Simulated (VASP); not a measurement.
# Ta3N (Cm) in VASP: single point with PBE

Aim: the single point of Ta3N with PBE.

All numbers are computed with VASP 6.6.1; they aren't measurements. Logs are shortened: lines on timing, memory, paths and dates and some standing lists are left out, and cuts for length are marked.

## Step 1: The cell of the first run

It takes space group Cm (No. 8, monoclinic). The conventional cell has a = 5.234 Å, b = 3.022 Å, c = 7.558 Å, α = 90.00°, β = 90.00°, γ = 90.00°. Within 4.0 Å of Ta (site symmetry m) lie 12 Ta at 3.02 Å and 2 N at 3.73 to 3.83 Å. Within 2.8 Å of Ta (site symmetry m) lie 3 N at 2.14 to 2.18 Å. Ta (site symmetry m) has 3 N at 2.19 to 2.23 Å within 2.9 Å. N (site symmetry m) has 6 Ta at 2.14 to 2.23 Å within 2.8 Å.

## Step 2: Single point, PBE

The input, INCAR:

```
  ALGO = Normal
  EDIFF = 1E-7
  ENCUT = 520
  GGA = PE
  ISIF = 2
  ISMEAR = 0
  LASPH = T
  LCHARG = T
  LELF = T
  LREAL = F
  LVHAR = T
  LWAVE = F
  NBANDS = 27
  NELM = 100
  PREC = Accurate
  SIGMA = 0.15
```

The input, KPOINTS:

```
k-points
0
Gamma
  18 18 6
```

The input, POSCAR:

```
Ta3N
1.0
    3.0217748255      0.0000000000      0.0000000000
   -1.5108874128      2.6169337634      0.0000000000
    0.0000000000      0.0000000000      7.5575881873
Ta N
3 1
Direct
   -0.0137904255     -0.0068952128      0.4932481054
    0.3195429078      0.6597714539      0.1668431601
    0.6528762411      0.3264381206      0.8196530507
    0.0000000000      0.0000000000      0.0000000000
```

Potentials or basis: VASP PAW PBE potentials, release 64 (Ta_pv, N).

The run is started by

```bash
cat potpaw_PBE.64/Ta_pv/POTCAR potpaw_PBE.64/N/POTCAR > POTCAR
mpirun -np 1 vasp_std > vasp.out
```

OUTCAR:

```text
EDIFF = 1E-7
   ENCUT = 520
   GGA = PE
   ISIF = 2
   ISMEAR = 0
   LASPH = T
   LREAL = F
   NELM = 100
   PREC = Accurate

 ion  position               nearest neighbor table
   1  0.986  0.993  0.493-   3 3.02   3 3.02   2 3.02   2 3.02   2 3.02   3 3.02
   2  0.320  0.660  0.167-   4 2.14   4 2.14   4 2.18   1 3.02   1 3.02   1 3.02   3 3.15   3 3.15
                             3 3.15
   3  0.653  0.326  0.820-   4 2.19   4 2.23   4 2.23   1 3.02   1 3.02   1 3.02   2 3.15   2 3.15
                             2 3.15
   4  0.000  0.000  0.000-   2 2.14   2 2.14   2 2.18   3 2.19   3 2.23   3 2.23

  LATTYP: Found a hexagonal cell.
 ALAT       =     3.0217748255
 C/A-ratio  =     2.5010428055

  Lattice vectors:

 A1 = (   3.0217748255,   0.0000000000,   0.0000000000)
 A2 = (  -1.5108874128,   2.6169337634,   0.0000000000)
 A3 = (   0.0000000000,   0.0000000000,   7.5575881873)

Analysis of symmetry for initial positions (statically):
=====================================================================
 Subroutine PRICEL returns:
 Original cell was already a primitive cell.

 Routine SETGRP: Setting up the symmetry group for a
 hexagonal supercell.

 Subroutine GETGRP returns: Found  2 space group operations
 (whereof  2 operations were pure point group operations)
 out of a pool of 24 trial point group operations.

The static configuration has the point symmetry C_1h.

Analysis of symmetry for dynamics (positions and initial velocities):
=====================================================================
 Subroutine PRICEL returns:
 Original cell was already a primitive cell.

 Routine SETGRP: Setting up the symmetry group for a
 hexagonal supercell.

 Subroutine GETGRP returns: Found  2 space group operations
 (whereof  2 operations were pure point group operations)
 out of a pool of 24 trial point group operations.

The dynamic configuration has the point symmetry C_1h.

 Subroutine INISYM returns: Found  2 space group operations
 (whereof  2 operations are pure point group operations),
 and found     1 'primitive' translations

----------------------------------------------------------------------------------------

                                     Primitive cell

  volume of cell :      59.7638

  direct lattice vectors                    reciprocal lattice vectors
     3.021774826  0.000000000  0.000000000     0.330931343  0.191063300  0.000000000
    -1.510887413  2.616933763  0.000000000     0.000000000  0.382126599  0.000000000
     0.000000000  0.000000000  7.557588187     0.000000000  0.000000000  0.132317345

  length of vectors
     3.021774826  3.021774826  7.557588187     0.382126599  0.382126599  0.132317345

  position of ions in fractional coordinates (direct lattice)
     0.986209575  0.993104787  0.493248105
     0.319542908  0.659771454  0.166843160
     0.652876241  0.326438121  0.819653051
     0.000000000  0.000000000  0.000000000

  ion indices of the primitive-cell ions
   primitive index   ion index
                 1           1
                 2           2
                 3           3
                 4           4

----------------------------------------------------------------------------------------

 KPOINTS: k-points

Automatic generation of k-mesh.
 Grid dimensions read from file:
 generate k-points for:   18   18    6

 Generating k-lattice:

  Cartesian coordinates                     Fractional coordinates (reciprocal lattice)
     0.018385075  0.010614628  0.000000000     0.055555556  0.000000000  0.000000000
     0.000000000  0.021229256  0.000000000     0.000000000  0.055555556  0.000000000
     0.000000000  0.000000000  0.022052891     0.000000000  0.000000000  0.166666667

  Length of vectors
     0.021229256  0.021229256  0.022052891

  Shift w.r.t. Gamma in fractional coordinates (k-lattice)
     0.000000000  0.000000000  0.000000000

 Subroutine IBZKPT returns following result:
 ===========================================

 Found    524 irreducible k-points:

 Following reciprocal coordinates:
            Coordinates               Weight
  0.000000  0.000000  0.000000      1.000000
  0.055556 -0.000000  0.000000      2.000000
  0.000000  0.055556  0.000000      4.000000
  0.111111 -0.000000  0.000000      2.000000
  0.000000  0.111111  0.000000      4.000000
  0.166667 -0.000000  0.000000      2.000000
[... 16 lines left out ...]
 -0.055556  0.166667  0.000000      4.000000
 -0.166667  0.111111  0.000000      4.000000
 [... further k-points ...]
   k-points           NKPTS =    524   k-points in BZ     NKDIM =    524   number of bands    NBANDS=     27
   number of dos      NEDOS =    301   number of ions     NIONS =      4
   total plane-waves  NPLWV =  32256
   dimension x,y,z NGX =    24 NGY =   24 NGZ =   56
   dimension x,y,z NGXF=    48 NGYF=   48 NGZF=  112
   ions per type =               3   1
   NGX,Y,Z   is equivalent  to a cutoff of  13.20, 13.20, 12.32 a.u.
   NGXF,Y,Z  is equivalent  to a cutoff of  26.41, 26.41, 24.64 a.u.
 SYSTEM =  unknown system
   PREC   = accura    normal or accurate (medium, high low for compatibility)
   ISTART =      0    job   : 0-new  1-cont  2-samecut
   ICHARG =      2    charge: 1-file 2-atom 10-const
   ISPIN  =      1    spin polarized calculation?
   LNONCOLLINEAR =      F non collinear calculations
   LSORBIT =      F    spin-orbit coupling
   LASPH  =      T    aspherical Exc in radial PAW
   ENCUT  =  520.0 eV  38.22 Ry    6.18 a.u.   5.62  5.62 14.05*2*pi/ulx,y,z
   NELM   =    100;   NELMIN=  2; NELMDL= -5     # of ELM steps
   EDIFF  = 0.1E-06   stopping-criterion for ELM
   LREAL  =      F    real-space projection
   EDIFFG = 0.1E-05   stopping-criterion for IOM
   NSW    =      0    number of steps for IOM
   IBRION =     -1    ionic relax: 0-MD 1-quasi-New 2-CG
   NFREE  =      0    steps in history (QN), initial steepest desc. (CG)
   ISIF   =      2    stress and relaxation
   ISYM   =      2    0-nonsym 1-usesym 2-fastsym
   POTIM  = 0.5000    time-step for ionic-motion
   TEBEG  =    0.0;   TEEND  =   0.0 temperature during run
   PSTRESS=    0.0 pullay stress
   NELECT =      38.0000    total number of electrons
   NUPDOWN=      -1.0000    fix difference up-down
   EMIN   =  10.00;   EMAX   =-10.00  energy-range for DOS
   EFERMI =   0.00;   METHOD = LEGACY
   ISMEAR =     0;   SIGMA  =   0.15  broadening in eV -4-tet -1-fermi 0-gaus
   EFERMI_NEDOS =   21; number of points for ismear=-14 and -15
   IALGO  =     38    algorithm
   IMIX   =      4    mixing-type and parameters
     AMIX     =   0.40;   BMIX     =  1.00
     AMIX_MAG =   1.60;   BMIX_MAG =  1.00
  volume/ion in A,a.u.               =      14.94       100.83
  Fermi-wavevector in a.u.,A,eV,Ry     =   1.407743  2.660248 26.963211  1.981740
  Thomas-Fermi vector in A             =   2.529971
   LORBIT       =      0    0 simple, 1 ext, 2 COOP (PROOUT), +10 PAW based schemes
   GGA     = PE    functional components
   LHFCALC =     F    Hartree Fock is set to
   AEXX    =    0.0000 exact exchange contribution
   IVDW    =     0    specifies the selected vdW correction
   LEPSILON=     F    determine dielectric tensor
   LRPA    =     F    only Hartree local field effects (RPA)
 non-spin polarized calculation
 Gauss-broadening in eV      SIGMA  =   0.15
  energy-cutoff  :      520.00
  volume of cell :       59.76
 maximum number of plane-waves:      1636
   NGX = 11   NGY = 11   NGZ = 29

 number of electron      38.0000001 magnetization

 Free energy of the ion-electron system (eV)
  ---------------------------------------------------
  ext. energy  EPLUGINS =         0.00000000
  ---------------------------------------------------
  free energy    TOTEN  =       -45.60124885 eV

  energy without entropy =      -45.56333684  energy(sigma->0) =      -45.58229285

 E-fermi :   6.6507     XC(G=0): -12.6988

 val. band max:        6.6504230696   @ k =  -0.1111  -0.0556   0.1667
 cond. band min:       6.6515229873   @ k =  -0.0556   0.1667   0.1667
 fundamental gap:      0.0010999178
 Fermi energy:         6.6507436381

 k-point     1 :       0.0000    0.0000    0.0000
  band No.  band energies     occupation
      1     -28.5239      2.00000
      2     -28.2257      2.00000
      3     -27.8905      2.00000
      4     -27.8900      2.00000
      5     -27.8611      2.00000
      6     -27.8562      2.00000
[... 19 lines left out ...]
     26       8.9947      0.00000
     27      10.0167      0.00000

 k-point     2 :       0.0556   -0.0000    0.0000
  band No.  band energies     occupation
      1     -28.5189      2.00000
      2     -28.2228      2.00000
      3     -27.9141      2.00000
      4     -27.8974      2.00000
      5     -27.8783      2.00000
      6     -27.8644      2.00000
[... 19 lines left out ...]
     26       9.1244      0.00000
     27      10.2143      0.00000

 k-point     3 :       0.0000    0.0556    0.0000
  band No.  band energies     occupation
      1     -28.5189      2.00000
      2     -28.2227      2.00000
      3     -27.9142      2.00000
      4     -27.8976      2.00000
      5     -27.8816      2.00000
      6     -27.8609      2.00000
[... 19 lines left out ...]
     26       9.1324      0.00000
     27      10.2151      0.00000

 k-point     4 :       0.1111   -0.0000    0.0000
  band No.  band energies     occupation
      1     -28.5050      2.00000
      2     -28.2163      2.00000
      3     -27.9786      2.00000
      4     -27.9413      2.00000
      5     -27.9176      2.00000
      6     -27.8752      2.00000
[... 19 lines left out ...]
     26       9.4926      0.00000
     27      10.5663      0.00000
[... 516 lines left out ...]
      4     -28.0060      2.00000
      5     -27.9287      2.00000
      6     -27.8925      2.00000
[... 19 lines left out ...]
     26       9.8065      0.00000
     27      10.6583      0.00000

 k-point    23 :      -0.0556    0.1667    0.0000
  band No.  band energies     occupation
      1     -28.4931      2.00000
      2     -28.2142      2.00000
      3     -28.0303      2.00000
      4     -28.0077      2.00000
      5     -27.9287      2.00000
      6     -27.8887      2.00000
[... 19 lines left out ...]
     26       9.8141      0.00000
     27      10.6684      0.00000

 k-point    24 :      -0.1667    0.1111    0.0000
  band No.  band energies     occupation
      1     -28.4930      2.00000
      2     -28.2144      2.00000
      3     -28.0292      2.00000
      4     -28.0059      2.00000
      5     -27.9287      2.00000
      6     -27.8911      2.00000
[... 19 lines left out ...]
     26       9.7966      0.00000
     27      10.6509      0.00000

 [... further k-points ...]
[... 5 lines left out ...]
  --------------------------------------------------------------------------------------
  -------------------------------------------------------------------------------------
  Total        0.1818875      0.2438180      0.2018245     -0.0536334      0.0013496      0.0023375
  in kB        4.8761305      6.5363947      5.4106121     -1.4378310      0.0361795      0.0626636
  external PRESSURE =       5.6077124 kB  Pullay stress =       0.0000000 kB

 VOLUME and BASIS-vectors are now :
 -----------------------------------------------------------------------------
  energy-cutoff  :      520.00
  volume of cell :       59.76
      direct lattice vectors                 reciprocal lattice vectors
     3.021774826  0.000000000  0.000000000     0.330931343  0.191063300  0.000000000
    -1.510887413  2.616933763  0.000000000     0.000000000  0.382126599  0.000000000
     0.000000000  0.000000000  7.557588187     0.000000000  0.000000000  0.132317345

 POSITION                                       TOTAL-FORCE (eV/Angst)
 -----------------------------------------------------------------------------------
      1.47963      2.59889      3.72777         0.010189      0.005882      0.054444
     -0.03125      1.72658      1.26093         0.204426      0.118025      0.447109
      1.47963      0.85427      6.19460         0.177525      0.102494      0.292936
      0.00000      0.00000      0.00000        -0.392140     -0.226402     -0.794489
 -----------------------------------------------------------------------------------
    total drift:                               -0.000001     -0.000001      0.000110

  FREE ENERGIE OF THE ION-ELECTRON SYSTEM (eV)
  ---------------------------------------------------
  free  energy   TOTEN  =       -45.6012488493 eV

  energy  without entropy=      -45.5633368415  energy(sigma->0) =      -45.58229285
```

Run time: 21 min. Hardware: 1 thread of Oxide Virtual Turin-like, shared host; peak memory 0.69 GiB.

What came out:

* Free energy: -45.6012 eV
* Pressure: 0.6 GPa
* Largest force: 0.914 eV/Å
* Band gap on the k mesh: zero (band 19 reaches 7.10 eV, above the bottom of band 20 at 6.36 eV)

Forces on the atoms (eV/Å):
```
Ta   0.010  0.006  0.054
Ta   0.204  0.118  0.447
Ta   0.178  0.102  0.293
N   -0.392 -0.226 -0.794
```

Stress tensor (GPa, compression positive):
```
 0.49 -0.14  0.01
-0.14  0.65  0.00
 0.01  0.00  0.54
```

Caveat: the cell differs from its parent crystal (all Ta atoms moved +0.062 Å, as atom 1 towards its neighbour atom 2 (Ta) at 3.021 Å); spin-orbit coupling is left out, which moves the levels of the heavy elements.
